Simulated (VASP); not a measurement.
# Sb (P6_3/mmc) in VASP: a series of runs

Runs on Sb. Level: r2SCAN. Tasks: single point.

All numbers are computed with VASP 6.6.1; they aren't measurements. Logs are shortened: lines on timing, memory, paths and dates and some standing lists are left out, and cuts for length are marked.

## 1. The cell of the first run

Symmetry: P6_3/mmc, No. 194, hexagonal system. The conventional cell has a = 3.232 Å, b = 3.232 Å, c = 4.874 Å, α = 90.00°, β = 90.00°, γ = 120.00°. Sb (site symmetry -6m2) has 12 Sb at 3.07 to 3.23 Å within 4.0 Å.

## 2. Single point, r2SCAN

File POSCAR:

```
Sb
1.0
    3.2322259350      0.0000000000      0.0000000000
   -1.6161129675      2.7991897705      0.0000000000
    0.0000000000      0.0000000000      4.8739732176
Sb
2
Direct
    0.3333333333      0.6666666667      0.2500000000
    0.6666666667      0.3333333333      0.7500000000
```

File INCAR.step1:

```
ALGO = Normal
EDIFF = 1E-4
ENCUT = 520
GGA = PE
ISMEAR = 0
LASPH = True
LCHARG = False
LREAL = False
LWAVE = True
NBANDS = 12
NELM = 80
PREC = Accurate
SIGMA = 0.1
```

File INCAR.step2:

```
ALGO = Normal
EDIFF = 1E-6
ENCUT = 520
ISIF = 2
ISMEAR = 0
ISTART = 1
LASPH = True
LCHARG = True
LELF = True
LMIXTAU = True
LREAL = False
LVHAR = True
LWAVE = False
METAGGA = R2SCAN
NBANDS = 12
NELM = 80
PREC = Accurate
SIGMA = 0.1
```

File KPOINTS:

```
k-points
0
Gamma
  7 7 4
```

Potentials or basis: VASP PAW PBE potentials, release 64 (Sb).

On the command line:

```sh
cat potpaw_PBE.64/Sb/POTCAR > POTCAR
cp INCAR.step1 INCAR
mpirun -np 1 vasp_std > vasp.out
cp INCAR.step2 INCAR
mpirun -np 1 vasp_std > vasp.out
```

OUTCAR:

```text
EDIFF = 1E-6
   ENCUT = 520
   ISIF = 2
   ISMEAR = 0
   ISTART = 1
   LASPH = True
   LREAL = False
   METAGGA = R2SCAN
   NELM = 80
   PREC = Accurate

 ion  position               nearest neighbor table
   1  0.333  0.667  0.250-   2 3.07   2 3.07   2 3.07   2 3.07   2 3.07   2 3.07
   2  0.667  0.333  0.750-   1 3.07   1 3.07   1 3.07   1 3.07   1 3.07   1 3.07

  LATTYP: Found a hexagonal cell.
 ALAT       =     3.2322259350
 C/A-ratio  =     1.5079308550

  Lattice vectors:

 A1 = (   3.2322259350,   0.0000000000,   0.0000000000)
 A2 = (  -1.6161129675,   2.7991897705,   0.0000000000)
 A3 = (   0.0000000000,   0.0000000000,   4.8739732176)

Analysis of symmetry for initial positions (statically):
=====================================================================
 Subroutine PRICEL returns:
 Original cell was already a primitive cell.

 Routine SETGRP: Setting up the symmetry group for a
 hexagonal supercell.

 Subroutine GETGRP returns: Found 24 space group operations
 (whereof 12 operations were pure point group operations)
 out of a pool of 24 trial point group operations.

The static configuration has the point symmetry D_3d.
 The point group associated with its full space group is D_6h.

Analysis of symmetry for dynamics (positions and initial velocities):
=====================================================================
 Subroutine PRICEL returns:
 Original cell was already a primitive cell.

 Routine SETGRP: Setting up the symmetry group for a
 hexagonal supercell.

 Subroutine GETGRP returns: Found 24 space group operations
 (whereof 12 operations were pure point group operations)
 out of a pool of 24 trial point group operations.

The dynamic configuration has the point symmetry D_3d.
 The point group associated with its full space group is D_6h.

 Subroutine INISYM returns: Found 24 space group operations
 (whereof 12 operations are pure point group operations),
 and found     1 'primitive' translations

----------------------------------------------------------------------------------------

                                     Primitive cell

  volume of cell :      44.0978

  direct lattice vectors                    reciprocal lattice vectors
     3.232225935  0.000000000  0.000000000     0.309384313  0.178623116  0.000000000
    -1.616112968  2.799189770  0.000000000     0.000000000  0.357246233  0.000000000
     0.000000000  0.000000000  4.873973218     0.000000000  0.000000000  0.205171419

  length of vectors
     3.232225935  3.232225935  4.873973218     0.357246233  0.357246233  0.205171419

  position of ions in fractional coordinates (direct lattice)
     0.333333333  0.666666667  0.250000000
     0.666666667  0.333333333  0.750000000

  ion indices of the primitive-cell ions
   primitive index   ion index
                 1           1
                 2           2

----------------------------------------------------------------------------------------

 KPOINTS: k-points

Automatic generation of k-mesh.
 Grid dimensions read from file:
 generate k-points for:    7    7    4

 Generating k-lattice:

  Cartesian coordinates                     Fractional coordinates (reciprocal lattice)
     0.044197759  0.025517588  0.000000000     0.142857143 -0.000000000  0.000000000
     0.000000000  0.051035176  0.000000000     0.000000000  0.142857143  0.000000000
     0.000000000  0.000000000  0.051292855     0.000000000  0.000000000  0.250000000

  Length of vectors
     0.051035176  0.051035176  0.051292855

  Shift w.r.t. Gamma in fractional coordinates (k-lattice)
     0.000000000  0.000000000  0.000000000

 Subroutine IBZKPT returns following result:
 ===========================================

 Found     24 irreducible k-points:

 Following reciprocal coordinates:
            Coordinates               Weight
  0.000000  0.000000  0.000000      1.000000
  0.142857  0.000000  0.000000      6.000000
  0.285714  0.000000  0.000000      6.000000
  0.428571  0.000000  0.000000      6.000000
  0.142857  0.142857  0.000000      6.000000
  0.285714  0.142857  0.000000     12.000000
[... 16 lines left out ...]
  0.428571  0.142857  0.500000      6.000000
  0.285714  0.285714  0.500000      6.000000
   k-points           NKPTS =     24   k-points in BZ     NKDIM =     24   number of bands    NBANDS=     12
   number of dos      NEDOS =    301   number of ions     NIONS =      2
   total plane-waves  NPLWV =  20736
   dimension x,y,z NGX =    24 NGY =   24 NGZ =   36
   dimension x,y,z NGXF=    48 NGYF=   48 NGZF=   72
   ions per type =               2
   NGX,Y,Z   is equivalent  to a cutoff of  12.34, 12.34, 12.28 a.u.
   NGXF,Y,Z  is equivalent  to a cutoff of  24.69, 24.69, 24.56 a.u.
 SYSTEM =  unknown system
   PREC   = accura    normal or accurate (medium, high low for compatibility)
   ISTART =      1    job   : 0-new  1-cont  2-samecut
   ICHARG =      0    charge: 1-file 2-atom 10-const
[... 70 lines left out ...]
      8      19.4423      0.00000
      9      20.3212      0.00000
     10      20.6630      0.00000
     11      22.4929      0.00000
     12      22.4929      0.00000

 k-point     2 :       0.1429    0.0000    0.0000
  band No.  band energies     occupation
      1      -3.6674      2.00000
      2       2.6569      2.00000
      3       4.4038      2.00000
      4      11.7102      0.00000
      5      13.6149      0.00000
      6      15.9308      0.00000
      7      18.1330      0.00000
      8      18.4038      0.00000
      9      18.9265      0.00000
     10      21.6792      0.00000
     11      22.2793      0.00000
     12      22.4234      0.00000

 k-point     3 :       0.2857    0.0000    0.0000
  band No.  band energies     occupation
      1      -2.3906      2.00000
      2       3.6314      2.00000
      3       5.7102      2.00000
      4       7.5113      2.00000
      5      11.9622      0.00000
      6      12.7586      0.00000
      7      14.8361      0.00000
      8      16.5295      0.00000
      9      17.3135      0.00000
     10      20.8507      0.00000
     11      21.6390      0.00000
     12      22.1810      0.00000

 k-point     4 :       0.4286    0.0000    0.0000
  band No.  band energies     occupation
      1      -0.3703      2.00000
      2       2.8492      2.00000
      3       6.5461      2.00000
      4       7.6119      2.00000
      5       9.3761      2.00000
      6      11.0487      1.98646
      7      11.6401      0.00000
      8      15.5976      0.00000
      9      16.5058      0.00000
     10      19.9842      0.00000
     11      21.0843      0.00000
     12      21.7678      0.00000

 k-point     5 :       0.1429    0.1429    0.0000
  band No.  band energies     occupation
      1      -2.8139      2.00000
      2       3.3530      2.00000
      3       5.2844      2.00000
      4       9.2698      2.00000
      5      10.5098      2.00000
      6      15.1703      0.00000
      7      16.0123      0.00000
      8      16.1005      0.00000
      9      19.3920      0.00000
     10      19.4274      0.00000
     11      20.1487      0.00000
     12      24.0059      0.00000
[... 228 lines left out ...]
      1      -1.0499      2.00000
      2      -1.0499      2.00000
      3      10.3814      2.00000
      4      10.3814      2.00000
      5      12.1881      0.00000
      6      12.1881      0.00000
      7      13.8294      0.00000
      8      13.8294      0.00000
      9      20.0964      0.00000
     10      20.0964      0.00000
     11      22.0757      0.00000
     12      22.0757      0.00000

 k-point    22 :       0.2857    0.1429    0.5000
  band No.  band energies     occupation
      1       0.5911      2.00000
      2       0.5911      2.00000
      3       7.0244      2.00000
      4       7.0244      2.00000
      5      10.5833      2.00000
      6      10.5833      2.00000
      7      14.8218      0.00000
      8      14.8218      0.00000
      9      19.8602      0.00000
     10      19.8602      0.00000
     11      21.7879      0.00000
     12      21.7879      0.00000

 k-point    23 :       0.4286    0.1429    0.5000
  band No.  band energies     occupation
      1       2.2057      2.00000
      2       2.2057      2.00000
      3       4.6741      2.00000
      4       4.6741      2.00000
      5      10.0925      2.00000
      6      10.0925      2.00000
      7      15.6934      0.00000
      8      15.6934      0.00000
      9      19.7504      0.00000
     10      19.7504      0.00000
     11      20.1237      0.00000
     12      20.1237      0.00000

 k-point    24 :       0.2857    0.2857    0.5000
  band No.  band energies     occupation
      1       2.3472      2.00000
      2       2.3472      2.00000
      3       5.7413      2.00000
      4       5.7413      2.00000
      5       7.7324      2.00000
      6       7.7324      2.00000
      7      16.0876      0.00000
      8      16.0876      0.00000
      9      20.7142      0.00000
     10      20.7142      0.00000
     11      21.8294      0.00000
     12      21.8294      0.00000

------------------------ aborting loop because EDIFF is reached ----------------------------------------

  FORCE on cell =-STRESS in cart. coord.  units (eV):
  Direction    XX          YY          ZZ          XY          YZ          ZX
  --------------------------------------------------------------------------------------
  -------------------------------------------------------------------------------------
  Total        5.5229235      5.5229235      5.5589494      0.0000000     -0.0000000      0.0000000
  in kB      200.6607460    200.6607460    201.9696500      0.0000000     -0.0000000      0.0000000
  external PRESSURE =     201.0970473 kB  Pullay stress =       0.0000000 kB

 VOLUME and BASIS-vectors are now :
 -----------------------------------------------------------------------------
  energy-cutoff  :      520.00
  volume of cell :       44.10
      direct lattice vectors                 reciprocal lattice vectors
     3.232225935  0.000000000  0.000000000     0.309384313  0.178623116  0.000000000
    -1.616112968  2.799189770  0.000000000     0.000000000  0.357246233  0.000000000
     0.000000000  0.000000000  4.873973218     0.000000000  0.000000000  0.205171419

 POSITION                                       TOTAL-FORCE (eV/Angst)
 -----------------------------------------------------------------------------------
     -0.00000      1.86613      1.21849         0.000000      0.000000      0.000000
      1.61611      0.93306      3.65548        -0.000000     -0.000000      0.000000
 -----------------------------------------------------------------------------------
    total drift:                               -0.000000      0.000000      0.000000

  FREE ENERGIE OF THE ION-ELECTRON SYSTEM (eV)
  ---------------------------------------------------
  free  energy   TOTEN  =       -50.0693607607 eV

  energy  without entropy=      -50.0674982200  energy(sigma->0) =      -50.06842949
```

Run time: 30 s. Hardware: 1 thread of Intel Xeon Platinum 8259CL at 2.50GHz (Skylake/Cascade Lake), shared host; peak memory 0.16 GiB.

What came out:

```yaml
Free_energy: -50.0694 eV
Pressure: 20.1 GPa
Band_gap_on_the_k_mesh: zero (band 5 reaches 16.34 eV, above the bottom of band 6 at 7.73 eV)
```

Stress tensor (GPa, compression positive):
```
20.07  0.00  0.00
 0.00 20.07  0.00
 0.00  0.00 20.20
```

Caveat: the PAW data sets were made with another functional, which shifts forces and pressure a little; spin-orbit coupling is left out, which moves the levels of the heavy elements.

## 3. Single point, r2SCAN

This run uses another cell than the first one, of 23.99 Å³/atom, 1.088 times its volume.

File POSCAR:

```
Sb
1.0
    3.2523318996      0.0000000000      0.0000000000
   -1.6261659498      2.8166020466      0.0000000000
    0.0000000000      0.0000000000      5.2375374795
Sb
2
Direct
    0.3333333333      0.6666666667      0.2500000000
    0.6666666667      0.3333333333      0.7500000000
```

File INCAR.step1:

```
ALGO     = Normal         # electronic algorithm
EDIFF    = 1E-4           # SCF threshold, eV
ENCUT    = 520            # plane-wave cutoff, eV
GGA      = PE             # functional
ISMEAR   = 0              # smearing method
LASPH    = T              # aspherical terms in the spheres
LCHARG   = F              # write CHGCAR
LREAL    = F              # projectors in reciprocal space
LWAVE    = T              # write WAVECAR
NBANDS   = 12             # bands
NELM     = 60             # most SCF steps
PREC     = Accurate       # precision mode
SIGMA    = 0.1            # smearing width, eV
```

File INCAR.step2:

```
ALGO     = Normal         # electronic algorithm
EDIFF    = 1E-6           # SCF threshold, eV
ENCUT    = 520            # plane-wave cutoff, eV
ISIF     = 2              # what is computed and relaxed
ISMEAR   = 0              # smearing method
ISTART   = 1            
LASPH    = T              # aspherical terms in the spheres
LCHARG   = F              # write CHGCAR
LMIXTAU  = T            
LREAL    = F              # projectors in reciprocal space
LWAVE    = F              # write WAVECAR
METAGGA  = R2SCAN         # meta-GGA
NBANDS   = 12             # bands
NELM     = 60             # most SCF steps
PREC     = Accurate       # precision mode
SIGMA    = 0.1            # smearing width, eV
```

KPOINTS is that of step 2.

Potentials or basis: VASP PAW PBE potentials, release 64 (Sb).

On the command line:

```sh
cat potpaw_PBE.64/Sb/POTCAR > POTCAR
cp INCAR.step1 INCAR
mpirun -np 1 vasp_std > vasp.out
cp INCAR.step2 INCAR
mpirun -np 1 vasp_std > vasp.out
```

Run time: 38 s. Hardware: 1 thread of Intel Xeon Platinum 8259CL at 2.50GHz (Skylake/Cascade Lake), shared host; peak memory 0.17 GiB.

Results (log left out):

```
Free energy            : -50.3852 eV
Pressure               : 10.0 GPa
Band gap on the k mesh : zero (band 5 reaches 15.28 eV, above the bottom of band 6 at 6.86 eV)
```

Levels at points of the mesh, in eV from the Fermi level:
```csv
k point,band 2,band 3,band 4,band 5,band 6,band 7,band 8,band 9
"(0.00, 0.00, 0.00)",-9.56,-6.82,4.29,4.29,6.35,6.35,7.11,8.77
"(0.00, 0.00, 0.50)",-12.98,-0.46,-0.46,5.34,5.34,5.34,5.34,9.71
```

Caveat: the PAW data sets were made with another functional, which shifts forces and pressure a little; spin-orbit coupling is left out, which moves the levels of the heavy elements.

## 4. Single point, r2SCAN

This run uses another cell than the first one, of 25.29 Å³/atom, 1.147 times its volume.

File POSCAR:

```
Sb
1.0
    3.3091027321      0.0000000000      0.0000000000
   -1.6545513660      2.8657670297      0.0000000000
    0.0000000000      0.0000000000      5.3344424560
Sb
2
Direct
    0.3333333333      0.6666666667      0.2500000000
    0.6666666667      0.3333333333      0.7500000000
```

File INCAR.step1:

```
SYSTEM = Sb
PREC     = Accurate       ! precision mode
ENCUT    = 520            ! plane-wave cutoff, eV
ISMEAR   = 0              ! smearing method
SIGMA    = 0.1            ! smearing width, eV
LREAL    = .False.        ! projectors in reciprocal space
LASPH    = .True.         ! aspherical terms in the spheres
NELM     = 60             ! most SCF steps
NBANDS   = 12             ! bands
GGA      = PE             ! functional
ALGO     = Normal         ! electronic algorithm
EDIFF    = 1E-4           ! SCF threshold, eV
LWAVE    = .True.         ! write WAVECAR
LCHARG   = .False.        ! write CHGCAR
```

File INCAR.step2:

```
SYSTEM = Sb
PREC     = Accurate       ! precision mode
ENCUT    = 520            ! plane-wave cutoff, eV
EDIFF    = 1E-6           ! SCF threshold, eV
ISMEAR   = 0              ! smearing method
SIGMA    = 0.1            ! smearing width, eV
LREAL    = .False.        ! projectors in reciprocal space
LASPH    = .True.         ! aspherical terms in the spheres
NELM     = 60             ! most SCF steps
ALGO     = Normal         ! electronic algorithm
ISIF     = 2              ! what is computed and relaxed
LWAVE    = .False.        ! write WAVECAR
LCHARG   = .False.        ! write CHGCAR
METAGGA  = R2SCAN         ! meta-GGA
LMIXTAU  = .True.       
NBANDS   = 12             ! bands
ISTART   = 1
```

File KPOINTS:

```
Automatic mesh
0
Gamma
  7 7 4
  0 0 0
```

On the command line:

```sh
cat potpaw_PBE.64/Sb/POTCAR > POTCAR
cp INCAR.step1 INCAR
mpirun -np 1 vasp_std > vasp.out
cp INCAR.step2 INCAR
mpirun -np 1 vasp_std > vasp.out
```

Wall time 54 s (1 thread of Intel Xeon Platinum 8259CL at 2.50GHz (Skylake/Cascade Lake), shared host); peak memory 0.18 GiB.

Results (log left out):

| Item | Value |
| --- | --- |
| Free energy | -50.5044 eV |
| Pressure | 4.9 GPa |
| Band gap on the k mesh | zero (band 5 reaches 14.19 eV, above the bottom of band 6 at 6.31 eV) |

Levels at points of the mesh, in eV from the Fermi level:
```csv
k point,band 3,band 4,band 5,band 6,band 7,band 8
"(0.00, 0.00, 0.00)",-6.43,4.04,4.04,5.98,5.98,6.61
"(0.00, 0.00, 0.50)",-0.50,-0.50,5.01,5.01,5.01,5.01
```

Caveat: the PAW data sets were made with another functional, which shifts forces and pressure a little; spin-orbit coupling is left out, which moves the levels of the heavy elements.

## 5. Single point, r2SCAN

This run uses another cell than the first one, of 27.11 Å³/atom, 1.230 times its volume.

File POSCAR:

```
Sb
1.0
    3.3874010554      0.0000000000      0.0000000000
   -1.6937005277      2.9335753668      0.0000000000
    0.0000000000      0.0000000000      5.4571240489
Sb
2
Direct
    0.3333333333      0.6666666667      0.2500000000
    0.6666666667      0.3333333333      0.7500000000
```

File INCAR.step1:

```
SYSTEM = Sb
PREC = Accurate
ENCUT = 520
ISMEAR = 0
SIGMA = 0.1
LREAL = .FALSE.
LASPH = .TRUE.
NELM = 60
NBANDS = 12
GGA = PE
ALGO = Normal
EDIFF = 1E-4
LWAVE = .TRUE.
LCHARG = .FALSE.
```

File INCAR.step2:

```
SYSTEM = Sb
PREC = Accurate
ENCUT = 520
EDIFF = 1E-6
ISMEAR = 0
SIGMA = 0.1
LREAL = .FALSE.
LASPH = .TRUE.
NELM = 60
ALGO = Normal
ISIF = 2
LWAVE = .FALSE.
LCHARG = .FALSE.
METAGGA = R2SCAN
LMIXTAU = .TRUE.
NBANDS = 12
ISTART = 1
```

File KPOINTS:

```
Automatic mesh
0
G
  7 7 4
  0 0 0
```

On the command line:

```sh
cat potpaw_PBE.64/Sb/POTCAR > POTCAR
cp INCAR.step1 INCAR
mpirun -np 1 vasp_std > vasp.out
cp INCAR.step2 INCAR
mpirun -np 1 vasp_std > vasp.out
```

It took 61 s on 1 thread of Intel Xeon Platinum 8259CL at 2.50GHz (Skylake/Cascade Lake), shared host; peak memory 0.18 GiB.

The run converged. Its results:

| Property | Result |
| --- | --- |
| Free energy | -50.5557 eV |
| Pressure | -0.1 GPa |
| Band gap on the k mesh | zero (band 5 reaches 12.81 eV, above the bottom of band 6 at 5.63 eV) |

Levels at points of the mesh, in eV from the Fermi level:
```csv
k point,band 3,band 4,band 5,band 6,band 7,band 8
"(0.00, 0.00, 0.00)",-5.94,3.70,3.70,5.49,5.49,6.01
"(0.00, 0.00, 0.50)",-0.51,-0.51,4.58,4.58,4.58,4.58
```

Caveat: the PAW data sets were made with another functional, which shifts forces and pressure a little; spin-orbit coupling is left out, which moves the levels of the heavy elements.

## 6. Summary

```csv
cell,gap on the mesh (eV),pressure (GPa)
"a = 3.232, b = 3.232, c = 4.874 Å, angles 90.0, 90.0, 120.0°, 2 atoms",none,20.1
"a = 3.252, b = 3.252, c = 5.238 Å, angles 90.0, 90.0, 120.0°, 2 atoms",none,10.0
"a = 3.309, b = 3.309, c = 5.334 Å, angles 90.0, 90.0, 120.0°, 2 atoms",none,4.9
"a = 3.387, b = 3.387, c = 5.457 Å, angles 90.0, 90.0, 120.0°, 2 atoms",none,-0.1
```

Alike in all rows: task single point; level r2SCAN; potentials or basis VASP PAW PBE potentials, release 64 (Sb); no spin polarisation; k mesh 7 × 7 × 4; cutoff (eV) 520; smearing gaussian 0.1 eV.

Caveats: the PAW data sets were made with another functional, which shifts forces and pressure a little; spin-orbit coupling is left out, which moves the levels of the heavy elements.

Total energies depend on the potentials used, so only differences within one code and one set of settings carry meaning.
